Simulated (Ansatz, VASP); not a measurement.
# Cu in VASP and in Ansatz

File POSCAR:

```
Cu
1.0
    0.0000000000      1.8617250000      1.7532750000
    1.8617250000      0.0000000000      1.7532750000
    1.8617250000      1.8617250000      0.0000000000
Cu
1
Direct
    0.0000000000      0.0000000000      0.0000000000
```

The input INCAR.step1:

```
ALGO     = Normal         # electronic algorithm
EDIFF    = 1E-4           # SCF threshold, eV
ENCUT    = 520            # plane-wave cutoff, eV
GGA      = PE             # functional
ISMEAR   = 0              # smearing method
LASPH    = True           # aspherical terms in the spheres
LCHARG   = False          # write CHGCAR
LREAL    = False          # projectors in reciprocal space
LWAVE    = True           # write WAVECAR
NBANDS   = 12             # bands
NELM     = 60             # most SCF steps
PREC     = Accurate       # precision mode
SIGMA    = 0.15           # smearing width, eV
```

The input INCAR.step2:

```
ALGO     = Normal         # electronic algorithm
EDIFF    = 1E-6           # SCF threshold, eV
ENCUT    = 520            # plane-wave cutoff, eV
ISIF     = 2              # what is computed and relaxed
ISMEAR   = 0              # smearing method
ISTART   = 1            
LASPH    = True           # aspherical terms in the spheres
LCHARG   = False          # write CHGCAR
LMIXTAU  = True         
LREAL    = False          # projectors in reciprocal space
LWAVE    = False          # write WAVECAR
METAGGA  = R2SCAN         # meta-GGA
NBANDS   = 12             # bands
NELM     = 60             # most SCF steps
PREC     = Accurate       # precision mode
SIGMA    = 0.15           # smearing width, eV
```

KPOINTS

```
k-points
0
Gamma
  22 22 22
```

Input for Ansatz:

```yaml
crystal:
  lattice:
    - [0.0, 1.861725, 1.753275]
    - [1.861725, 0.0, 1.753275]
    - [1.861725, 1.861725, 0.0]
  atoms:
    - { symbol: Cu, position: [0.0, 0.0, 0.0] }
basis:
  ecutwfc: 500
kpoints:
  mp_grid: { grid: [22, 22, 22] }
hamiltonian:
  xc: r2scan
scf:
  occupations: { method: gaussian, width: 0.15 }
output:
  forces: true
  stress: true
  eigenvalues: true
```

Change from the starting cell: strain +0.030 along x and y, -0.030 along z, atoms carried along.

Alike in both runs: task single point; functional r2SCAN; k mesh 22 × 22 × 22; occupations gaussian, width 0.15 eV; no spin polarisation.

```csv
,VASP,Ansatz
version,VASP 6.6.1,Ansatz 0.2.0
potentials or method,"VASP PAW PBE potentials, release 64 (Cu), cutoff 520 eV","scalar-relativistic, plane waves, PAW"
valence electrons in the cell,11,19
```

Ansatz gave:

* gap on the k mesh at the Fermi level (eV): none
* pressure (GPa): -8.4
* traceless stress, the component that is largest in VASP (GPa): 1.72

Task: What did VASP give for the same quantities?

Result: gap on the k mesh at the Fermi level (eV): none; pressure (GPa): -7.8; traceless stress, the component that is largest in VASP (GPa): 1.73.

VASP's potentials were made for PBE, not for r2SCAN. A gap of «none» marks a metal or a gap that the smearing closes. The functional is the same, so the differences come from potentials, cutoffs and numerics. VASP's potentials hold 11 valence electrons a cell and Ansatz's 19, so a difference there can come from the potentials and not from the codes.
